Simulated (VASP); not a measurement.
Here is a VASP 6.6.1 calculation.

Contents of POSCAR:

```
MgS
1.0
    0.0000000000      2.6016500000      2.6016500000
    2.6016500000      0.0000000000      2.6016500000
    2.6016500000      2.6016500000      0.0000000000
Mg S
1 1
Direct
    0.0000000000      0.0000000000      0.0000000000
    0.5000000000      0.5000000000      0.5000000000
```

Contents of INCAR.step1:

```
ALGO     = Normal         # electronic algorithm
EDIFF    = 1E-4           # SCF threshold, eV
ENCUT    = 600            # plane-wave cutoff, eV
GGA      = PE             # functional
ISMEAR   = 0              # smearing method
LASPH    = True           # aspherical terms in the spheres
LCHARG   = False          # write CHGCAR
LREAL    = False          # projectors in reciprocal space
LWAVE    = True           # write WAVECAR
NELM     = 100            # most SCF steps
PREC     = Accurate       # precision mode
SIGMA    = 0.02           # smearing width, eV
```

File INCAR.step2:

```
ALGO     = Normal         # electronic algorithm
EDIFF    = 1E-6           # SCF threshold, eV
EDIFFG   = -0.005         # ionic threshold
ENCUT    = 600            # plane-wave cutoff, eV
IBRION   = 2              # ionic algorithm
ISIF     = 3              # what is computed and relaxed
ISMEAR   = 0              # smearing method
ISTART   = 1            
LASPH    = True           # aspherical terms in the spheres
LCHARG   = False          # write CHGCAR
LMIXTAU  = True         
LREAL    = False          # projectors in reciprocal space
LWAVE    = False          # write WAVECAR
METAGGA  = R2SCAN         # meta-GGA
NELM     = 100            # most SCF steps
NSW      = 100            # ionic steps
PREC     = Accurate       # precision mode
SIGMA    = 0.02           # smearing width, eV
```

File KPOINTS:

```
k-points
0
Gamma
  8 8 8
```

Potentials or basis: VASP PAW PBE potentials, release 64 (Mg, S).

Command:

```bash
$ cat potpaw_PBE.64/Mg/POTCAR potpaw_PBE.64/S/POTCAR > POTCAR
$ cp INCAR.step1 INCAR
$ mpirun -np 1 vasp_std > vasp.out
$ cp INCAR.step2 INCAR
$ mpirun -np 1 vasp_std > vasp.out
```

Problem. Predict the relaxed volume.

Solution. 17.51 Å³/atom.

Problem. What does it give for the space group after relaxing (to 0.05 Å)?

Solution. Fm-3m (No. 225).

Problem. What does it give for the relaxed cell?

Solution. a = 3.672 Å, b = 3.672 Å, c = 3.672 Å, α = 60.00°, β = 60.00°, γ = 60.00°.

Step by step:
```
step  energy change (eV)  largest force (eV/Å)  pressure (GPa)  volume (Å³)
   1              0.0000                0.0000           -0.45        35.22
   2             -0.0003                0.0000            0.07        34.97
   3             -0.0003                0.0000            0.03        35.01
```

Caveat: the PAW data sets were made with another functional, which shifts forces and pressure a little.
